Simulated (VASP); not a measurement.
A run of VASP 6.6.1:

The input POSCAR:

```
Lu
1.0
    1.9450000000      1.9450000000      1.9450000000
   -1.9450000000      1.9450000000      1.9450000000
   -1.9450000000     -1.9450000000      1.9450000000
Lu
1
Direct
    0.0000000000      0.0000000000      0.0000000000
```

INCAR.step1

```
PREC     = Accurate       # precision mode
ENCUT    = 600            # plane-wave cutoff, eV
ISMEAR   = 0              # smearing method
SIGMA    = 0.05           # smearing width, eV
LREAL    = False          # projectors in reciprocal space
LASPH    = True           # aspherical terms in the spheres
NELM     = 60             # most SCF steps
GGA      = PE             # functional
ALGO     = Normal         # electronic algorithm
EDIFF    = 1E-4           # SCF threshold, eV
LWAVE    = True           # write WAVECAR
LCHARG   = False          # write CHGCAR
```

File INCAR.step2:

```
PREC     = Accurate       # precision mode
ENCUT    = 600            # plane-wave cutoff, eV
EDIFF    = 1E-7           # SCF threshold, eV
ISMEAR   = 0              # smearing method
SIGMA    = 0.05           # smearing width, eV
LREAL    = False          # projectors in reciprocal space
LASPH    = True           # aspherical terms in the spheres
NELM     = 60             # most SCF steps
ALGO     = Normal         # electronic algorithm
ISIF     = 3              # what is computed and relaxed
LWAVE    = False          # write WAVECAR
LCHARG   = False          # write CHGCAR
METAGGA  = R2SCAN         # meta-GGA
LMIXTAU  = True         
IBRION   = 2              # ionic algorithm
NSW      = 80             # ionic steps
EDIFFG   = -0.03          # ionic threshold
PSTRESS  = 200.0        
ISTART   = 1
```

KPOINTS

```
regular mesh
0
Gamma
  6 6 6
```

Potentials or basis: VASP PAW PBE potentials, release 64 (Lu).

Run with:

```bash
$ cat potpaw_PBE.64/Lu/POTCAR > POTCAR
$ cp INCAR.step1 INCAR
$ mpirun -np 1 vasp_std > vasp.out
$ cp INCAR.step2 INCAR
$ mpirun -np 1 vasp_std > vasp.out
```

Hardware: 1 thread of Intel Xeon 6975P-C (shared host).

How long does it take, and how much memory?

Wall time 3.2 min on 1 thread of Intel Xeon 6975P-C, on a shared host, peak memory 0.2 GiB. Counts: k points 16, ion steps 4.
